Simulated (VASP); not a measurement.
Crystal: NaPr.

```
CELL_PARAMETERS angstrom
3.51407 0.00000 0.00000
1.63576 3.11253 0.00000
1.06410 0.65223 12.85888
ATOMIC_POSITIONS crystal
Na 0.99810 0.00797 0.00004
Na 0.98283 0.96936 0.50019
Pr 0.47447 0.46512 0.75082
Pr 0.54460 0.55755 0.24895
```

| Item | Value |
| --- | --- |
| Program | VASP 6.6.1 |
| Task | relaxation of cell and atoms |
| Functional | PBE |
| Potentials or basis | VASP PAW PBE potentials, release 64 (Na_pv, Pr_3), 4f in core |
| Cutoff | 500 eV |
| k mesh | 6 × 6 × 2 |
| Occupations | gaussian, width 0.1 eV |
| Spin | no spin polarisation |

At the start: pressure 0.3 GPa; volume 35.16 Å³/atom.

Q: How do energy, volume and symmetry change on relaxing?

A: Over 22 steps the energy falls by 12.0 meV/atom and the volume is 35.73 Å³/atom (+1.6 %); space group Cm (No. 8, to 0.1 Å) before and after.

Step by step:
```tsv
step	energy change (eV)	largest force (eV/Å)	pressure (GPa)	volume (Å³)
1	0.0000	0.0287	0.28	140.65
2	-0.0038	0.0259	0.10	141.89
3	-0.0070	0.0199	-0.33	145.09
4	-0.0096	0.0191	-0.33	145.17
5	-0.0165	0.0166	-0.34	145.35
6	-0.0250	0.0264	-0.33	145.55
7	-0.0334	0.0348	-0.04	143.16
8	-0.0352	0.0414	0.16	141.56
9	-0.0368	0.0470	0.04	142.20
10	-0.0369	0.0488	0.00	142.39
11	-0.0377	0.0507	-0.02	142.59
12	-0.0388	0.0564	-0.10	143.17
13	-0.0393	0.0565	-0.07	142.98
14	-0.0406	0.0568	0.02	142.42
15	-0.0408	0.0564	0.20	141.28
16	-0.0411	0.0569	0.12	141.75
17	-0.0418	0.0560	0.10	141.86
18	-0.0433	0.0532	0.05	142.17
19	-0.0434	0.0465	-0.07	142.78
20	-0.0439	0.0502	-0.01	142.47
21	-0.0453	0.0469	-0.03	142.59
22	-0.0479	0.0380	-0.10	142.92
```

Final structure:
```
Na Pr
1.0
     3.56304    0.06079    0.33227
     1.71210    3.12607    0.33041
     2.33135    1.41269   13.24559
Na Pr
2 2
Cartesian
  2.3877 1.4471 13.2417
  6.3259 3.8298 7.2874
  4.3272 2.6169 10.2522
  3.3378 2.0116 3.6580
```
